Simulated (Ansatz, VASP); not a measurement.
**Ge: VASP beside Ansatz**

```
Ge
1.0
     0.00000    2.81478    2.81478
     2.81478    0.00000    2.81478
     2.81478    2.81478    0.00000
Ge
2
Cartesian
  2.8148 2.8148 2.8148
  4.2222 4.2222 4.2222
```

Alike in both runs: task single point; functional LDA; k mesh 6 × 6 × 6; occupations fermi-dirac, width 0.05 eV; no spin polarisation.

|  | VASP | Ansatz |
| --- | --- | --- |
| version | VASP 6.6.1 | Ansatz 0.2.0 |
| potentials or method | VASP PAW LDA potentials, release 64 (Ge_d), cutoff 520 eV | plane waves (420 eV) with PAW, scalar-relativistic |
| valence electrons in the cell | 28 | 28 |

Ansatz gave:

| Property | Result |
| --- | --- |
| pressure (GPa) | -0.2 |

Question: Estimate VASP's values.

Answer: Pressure (GPa): 0.0.

Ansatz warns that its potentials were made for another functional, while VASP's fit it. LDA's correlation is that of Perdew and Zunger in VASP and of Perdew and Wang (1992) in Ansatz.
